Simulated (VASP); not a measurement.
# TiO2 (x) (I4_1/amd) in VASP: single point with LDA

Aim: the single point of TiO2 (x) with LDA.

Program: VASP 6.6.1. These are calculated values, not measurements. Logs are shortened: lines on timing, memory, paths and dates and some standing lists are left out, and cuts for length are marked.

## Step 1: The cell of the first run

It takes space group I4_1/amd (No. 141, tetragonal). The conventional cell has a = 3.789 Å, b = 3.789 Å, c = 9.537 Å, α = 90.00°, β = 90.00°, γ = 90.00°. Within 2.6 Å of Ti (site symmetry -4m2) lie 6 O at 1.94 to 1.97 Å. O (site symmetry 2mm) has 3 Ti at 1.94 to 1.97 Å and 2 O at 2.46 Å within 2.6 Å.

## Step 2: Single point, LDA

INCAR reads:

```
SYSTEM = TiO2
ALGO = Normal
EDIFF = 1E-6
ENCUT = 600
GGA = CA
GGA_COMPAT = .FALSE.
ISIF = 2
ISMEAR = 0
LASPH = .TRUE.
LCHARG = .FALSE.
LREAL = .FALSE.
LWAVE = .FALSE.
NBANDS = 33
NELM = 120
PREC = Accurate
SIGMA = 0.02
```

KPOINTS reads:

```
k-points
0
G
  10 10 10
  0 0 0
```

POSCAR reads:

```
TiO2
1.0
   -1.8946000000      1.8946000000      4.7685000000
    1.8946000000     -1.8946000000      4.7685000000
    1.8946000000      1.8946000000     -4.7685000000
Ti O
2 4
Direct
    0.0000000000      0.0000000000      0.0000000000
    0.7500000000      0.2500000000      0.5000000000
    0.2069744841      0.2069744841      0.0000000000
    0.9569744841      0.4569744841      0.5000000000
    0.5430255159      0.0430255159      0.5000000000
    0.7930255159      0.7930255159      0.0000000000
```

Potentials or basis: VASP PAW LDA potentials, release 64 (Ti_sv, O).

Run with:

```bash
> cat potpaw_LDA.64/Ti_sv/POTCAR potpaw_LDA.64/O/POTCAR > POTCAR
> mpirun -np 1 vasp_std > vasp.out
```

OUTCAR:

```text
SYSTEM = TiO2
   EDIFF = 1E-6
   ENCUT = 600
   GGA = CA
   ISIF = 2
   ISMEAR = 0
   LASPH = .TRUE.
   LREAL = .FALSE.
   NELM = 120
   PREC = Accurate

 ion  position               nearest neighbor table
   1  0.000  0.000  0.000-   5 1.94   4 1.94   5 1.94   4 1.94   3 1.97   6 1.97
   2  0.750  0.250  0.500-   6 1.94   3 1.94   6 1.94   3 1.94   4 1.97   5 1.97
   3  0.207  0.207  0.000-   2 1.94   2 1.94   1 1.97
   4  0.957  0.457  0.500-   1 1.94   1 1.94   2 1.97
   5  0.543  0.043  0.500-   1 1.94   1 1.94   2 1.97
   6  0.793  0.793  0.000-   2 1.94   2 1.94   1 1.97

  LATTYP: Found a body centered tetragonal cell.
 ALAT       =     3.7892000000
 C/A-ratio  =     2.5168901087

  Lattice vectors:

 A1 = (  -1.8946000000,   1.8946000000,   4.7685000000)
 A2 = (   1.8946000000,  -1.8946000000,   4.7685000000)
 A3 = (   1.8946000000,   1.8946000000,  -4.7685000000)

Analysis of symmetry for initial positions (statically):
=====================================================================
 Subroutine PRICEL returns:
 Original cell was already a primitive cell.

 Routine SETGRP: Setting up the symmetry group for a
 body centered tetragonal supercell.

 Subroutine GETGRP returns: Found 16 space group operations
 (whereof  8 operations were pure point group operations)
 out of a pool of 16 trial point group operations.

The static configuration has the point symmetry D_2d.
 The point group associated with its full space group is D_4h.

Analysis of symmetry for dynamics (positions and initial velocities):
=====================================================================
 Subroutine PRICEL returns:
 Original cell was already a primitive cell.

 Routine SETGRP: Setting up the symmetry group for a
 body centered tetragonal supercell.

 Subroutine GETGRP returns: Found 16 space group operations
 (whereof  8 operations were pure point group operations)
 out of a pool of 16 trial point group operations.

The dynamic configuration has the point symmetry D_2d.
 The point group associated with its full space group is D_4h.

 Subroutine INISYM returns: Found 16 space group operations
 (whereof  8 operations are pure point group operations),
 and found     1 'primitive' translations

----------------------------------------------------------------------------------------

                                     Primitive cell

  volume of cell :      68.4663

  direct lattice vectors                    reciprocal lattice vectors
    -1.894600000  1.894600000  4.768500000     0.000000000  0.263907949  0.104854776
     1.894600000 -1.894600000  4.768500000     0.263907949  0.000000000  0.104854776
     1.894600000  1.894600000 -4.768500000     0.263907949  0.263907949  0.000000000

  length of vectors
     5.469699313  5.469699313  5.469699313     0.283975227  0.283975227  0.373222201

  position of ions in fractional coordinates (direct lattice)
     0.000000000  0.000000000  0.000000000
     0.750000000  0.250000000  0.500000000
     0.206974484  0.206974484  0.000000000
     0.956974484  0.456974484  0.500000000
     0.543025516  0.043025516  0.500000000
     0.793025516  0.793025516  0.000000000

  ion indices of the primitive-cell ions
   primitive index   ion index
                 1           1
                 2           2
                 3           3
                 4           4
                 5           5
                 6           6

----------------------------------------------------------------------------------------

 KPOINTS: k-points

Automatic generation of k-mesh.
 Grid dimensions read from file:
 generate k-points for:   10   10   10

 Generating k-lattice:

  Cartesian coordinates                     Fractional coordinates (reciprocal lattice)
     0.000000000  0.026390795  0.010485478     0.100000000  0.000000000  0.000000000
     0.026390795  0.000000000  0.010485478     0.000000000  0.100000000  0.000000000
     0.026390795  0.026390795  0.000000000     0.000000000  0.000000000  0.100000000

  Length of vectors
     0.028397523  0.028397523  0.037322220

  Shift w.r.t. Gamma in fractional coordinates (k-lattice)
     0.000000000  0.000000000  0.000000000

 Subroutine IBZKPT returns following result:
 ===========================================

 Found    102 irreducible k-points:

 Following reciprocal coordinates:
            Coordinates               Weight
  0.000000  0.000000  0.000000      1.000000
  0.100000 -0.000000  0.000000      8.000000
  0.200000 -0.000000  0.000000      8.000000
  0.300000 -0.000000  0.000000      8.000000
  0.400000 -0.000000  0.000000      8.000000
  0.500000 -0.000000  0.000000      4.000000
[... 16 lines left out ...]
  0.300000  0.300000  0.000000      8.000000
  0.400000  0.300000  0.000000     16.000000
 [... further k-points ...]
   k-points           NKPTS =    102   k-points in BZ     NKDIM =    102   number of bands    NBANDS=     33
   number of dos      NEDOS =    301   number of ions     NIONS =      6
   total plane-waves  NPLWV = 110592
   dimension x,y,z NGX =    48 NGY =   48 NGZ =   48
   dimension x,y,z NGXF=    96 NGYF=   96 NGZF=   96
   ions per type =               2   4
   NGX,Y,Z   is equivalent  to a cutoff of  14.59, 14.59, 14.59 a.u.
   NGXF,Y,Z  is equivalent  to a cutoff of  29.18, 29.18, 29.18 a.u.
 SYSTEM =  TiO2
   PREC   = accura    normal or accurate (medium, high low for compatibility)
   ISTART =      0    job   : 0-new  1-cont  2-samecut
   ICHARG =      2    charge: 1-file 2-atom 10-const
   ISPIN  =      1    spin polarized calculation?
   LNONCOLLINEAR =      F non collinear calculations
   LSORBIT =      F    spin-orbit coupling
   LASPH  =      T    aspherical Exc in radial PAW
   ENCUT  =  600.0 eV  44.10 Ry    6.64 a.u.  10.92 10.92 10.92*2*pi/ulx,y,z
   NELM   =    120;   NELMIN=  2; NELMDL= -5     # of ELM steps
   EDIFF  = 0.1E-05   stopping-criterion for ELM
   LREAL  =      F    real-space projection
   EDIFFG = 0.1E-04   stopping-criterion for IOM
   NSW    =      0    number of steps for IOM
   IBRION =     -1    ionic relax: 0-MD 1-quasi-New 2-CG
   NFREE  =      0    steps in history (QN), initial steepest desc. (CG)
   ISIF   =      2    stress and relaxation
   ISYM   =      2    0-nonsym 1-usesym 2-fastsym
   POTIM  = 0.5000    time-step for ionic-motion
   TEBEG  =    0.0;   TEEND  =   0.0 temperature during run
   PSTRESS=    0.0 pullay stress
   NELECT =      48.0000    total number of electrons
   NUPDOWN=      -1.0000    fix difference up-down
   EMIN   =  10.00;   EMAX   =-10.00  energy-range for DOS
   EFERMI =   0.00;   METHOD = LEGACY
   ISMEAR =     0;   SIGMA  =   0.02  broadening in eV -4-tet -1-fermi 0-gaus
   EFERMI_NEDOS =   21; number of points for ismear=-14 and -15
   IALGO  =     38    algorithm
   IMIX   =      4    mixing-type and parameters
     AMIX     =   0.40;   BMIX     =  1.00
     AMIX_MAG =   1.60;   BMIX_MAG =  1.00
  volume/ion in A,a.u.               =      11.41        77.01
  Fermi-wavevector in a.u.,A,eV,Ry     =   1.454330  2.748285 28.777352  2.115076
  Thomas-Fermi vector in A             =   2.571493
   LORBIT       =      0    0 simple, 1 ext, 2 COOP (PROOUT), +10 PAW based schemes
   GGA     = CA    functional components
   LHFCALC =     F    Hartree Fock is set to
   AEXX    =    0.0000 exact exchange contribution
   IVDW    =     0    specifies the selected vdW correction
   LEPSILON=     F    determine dielectric tensor
   LRPA    =     F    only Hartree local field effects (RPA)
 non-spin polarized calculation
 Gauss-broadening in eV      SIGMA  =   0.02
  energy-cutoff  :      600.00
  volume of cell :       68.47
 maximum number of plane-waves:      2304
 NGX is ok and might be reduce to    48
   NGX = 21   NGY = 21   NGZ = 21

 number of electron      47.9999999 magnetization

 Free energy of the ion-electron system (eV)
  ---------------------------------------------------
  ext. energy  EPLUGINS =         0.00000000
  ---------------------------------------------------
  free energy    TOTEN  =       -58.80811910 eV

  energy without entropy =      -58.80811910  energy(sigma->0) =      -58.80811910

 E-fermi :   3.2631     XC(G=0): -11.3126

 val. band max:        3.0119492325   @ k =  -0.4000   0.4000   0.0000
 cond. band min:       5.0426355827   @ k =   0.0000   0.0000   0.0000
 fundamental gap:      2.0306863502
 Fermi energy:         3.2631199929

 k-point     1 :       0.0000    0.0000    0.0000
  band No.  band energies     occupation
      1     -52.6247      2.00000
      2     -52.5607      2.00000
      3     -29.5078      2.00000
      4     -29.2509      2.00000
      5     -29.2509      2.00000
      6     -29.1762      2.00000
[... 25 lines left out ...]
     32       8.3669      0.00000
     33       8.3971      0.00000

 k-point     2 :       0.1000   -0.0000    0.0000
  band No.  band energies     occupation
      1     -52.6233      2.00000
      2     -52.5616      2.00000
      3     -29.5047      2.00000
      4     -29.2643      2.00000
      5     -29.2519      2.00000
      6     -29.1816      2.00000
[... 25 lines left out ...]
     32       8.4338      0.00000
     33       8.6597      0.00000

 k-point     3 :       0.2000   -0.0000    0.0000
  band No.  band energies     occupation
      1     -52.6195      2.00000
      2     -52.5643      2.00000
      3     -29.4965      2.00000
      4     -29.2980      2.00000
      5     -29.2544      2.00000
      6     -29.1943      2.00000
[... 25 lines left out ...]
     32       8.7439      0.00000
     33       9.0904      0.00000

 k-point     4 :       0.3000   -0.0000    0.0000
  band No.  band energies     occupation
      1     -52.6140      2.00000
      2     -52.5683      2.00000
      3     -29.4863      2.00000
      4     -29.3384      2.00000
      5     -29.2571      2.00000
      6     -29.2066      2.00000
[... 673 lines left out ...]
     32       9.4462      0.00000
     33       9.4850      0.00000

 k-point    23 :       0.3000    0.3000    0.0000
  band No.  band energies     occupation
      1     -52.6007      2.00000
      2     -52.5786      2.00000
      3     -29.4567      2.00000
      4     -29.3942      2.00000
      5     -29.2950      2.00000
      6     -29.2459      2.00000
[... 25 lines left out ...]
     32       9.5304      0.00000
     33      10.2871      0.00000

 k-point    24 :       0.4000    0.3000    0.0000
  band No.  band energies     occupation
      1     -52.5967      2.00000
      2     -52.5814      2.00000
      3     -29.4589      2.00000
      4     -29.4165      2.00000
      5     -29.2964      2.00000
      6     -29.2623      2.00000
[... 25 lines left out ...]
     32       9.5572      0.00000
     33      10.3717      0.00000

 [... further k-points ...]

------------------------ aborting loop because EDIFF is reached ----------------------------------------

  FORCE on cell =-STRESS in cart. coord.  units (eV):
  Direction    XX          YY          ZZ          XY          YZ          ZX
  --------------------------------------------------------------------------------------
  -------------------------------------------------------------------------------------
  Total       -3.0228494     -3.0228494     -1.9705200      0.0000000      0.0000000      0.0000000
  in kB      -70.7375876    -70.7375876    -46.1120674      0.0000000      0.0000000      0.0000000
  external PRESSURE =     -62.5290808 kB  Pullay stress =       0.0000000 kB

 VOLUME and BASIS-vectors are now :
 -----------------------------------------------------------------------------
  energy-cutoff  :      600.00
  volume of cell :       68.47
      direct lattice vectors                 reciprocal lattice vectors
    -1.894600000  1.894600000  4.768500000     0.000000000  0.263907949  0.104854776
     1.894600000 -1.894600000  4.768500000     0.263907949  0.000000000  0.104854776
     1.894600000  1.894600000 -4.768500000     0.263907949  0.263907949  0.000000000

 POSITION                                       TOTAL-FORCE (eV/Angst)
 -----------------------------------------------------------------------------------
      0.00000      0.00000      0.00000         0.000000      0.000000      0.000000
      0.00000      1.89460      2.38425         0.000000      0.000000      0.000000
      0.00000      0.00000      1.97392         0.000000     -0.000000      0.034167
     -0.00000      1.89460      4.35817        -0.000000      0.000000      0.034167
      0.00000      1.89460      0.41033        -0.000000      0.000000     -0.034167
      0.00000      0.00000      7.56308         0.000000     -0.000000     -0.034167
 -----------------------------------------------------------------------------------
    total drift:                               -0.000000     -0.000000      0.000000

  FREE ENERGIE OF THE ION-ELECTRON SYSTEM (eV)
  ---------------------------------------------------
  free  energy   TOTEN  =       -58.8081190966 eV

  energy  without entropy=      -58.8081190966  energy(sigma->0) =      -58.80811910
```

Run time: 7 min. Hardware: 1 thread of Intel Xeon Platinum 8375C at 2.90GHz (Ice Lake), shared host; peak memory 0.41 GiB.

Results:

```
Free energy            : -58.8081 eV
Pressure               : -6.3 GPa
Largest force          : 0.034 eV/Å
Band gap on the k mesh : 2.03 eV, indirect (least direct gap 2.34 eV)
```

Forces in eV/Å, atoms in the order of the input:
```
Ti   0.000  0.000  0.000
Ti   0.000  0.000  0.000
O    0.000  0.000  0.034
O    0.000  0.000  0.034
O    0.000  0.000 -0.034
O    0.000  0.000 -0.034
```

Stress tensor (GPa, compression positive):
```
-7.07  0.00  0.00
 0.00 -7.07  0.00
 0.00  0.00 -4.61
```
